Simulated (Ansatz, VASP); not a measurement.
**Si6C5: VASP beside Ansatz**

```
Si C
1.0
     0.00000    0.00000    5.07429
     4.63790   -2.67770    0.00000
     0.00000    5.35539    0.00000
Si C
6 5
Cartesian
  0.0000 1.7851 2.5514
  3.0919 1.7851 2.5213
  1.5460 4.4628 2.5213
  1.5189 0.9082 5.0931
  0.0000 3.5390 5.0931
  3.1190 3.5859 5.0931
  3.0919 1.7851 4.4243
  1.5460 4.4628 4.4243
  1.5589 0.8851 1.8996
  0.0000 3.5852 1.8996
  3.0790 3.5628 1.8996
```

Change from the starting cell: C vacancy (site b), charge +0, atoms relaxed at the host's cell.

Alike in both runs: functional PBE; k mesh 2 × 2 × 2; occupations gaussian, width 0.01 eV; no spin polarisation.

Ansatz relaxed the structure, and its values are those at the end. VASP's run is a single point on that final structure, the one shown.

```csv
,VASP,Ansatz
version,VASP 6.6.1,Ansatz 0.2.0
potentials or method,"VASP PAW PBE potentials, release 64 (Si, C), cutoff 520 eV","scalar-relativistic, plane waves, PAW"
valence electrons in the cell,44,44
```

```tsv
	VASP	Ansatz	Ansatz less VASP
gap on the k mesh at the Fermi level (eV)	none	none	-
rms of the force components (eV/Å)	0.004	0.003	-0.0010
```

A gap of «none» marks a metal or a gap that the smearing closes.

The k mesh is coarse, so the values compare programs but aren't converged.
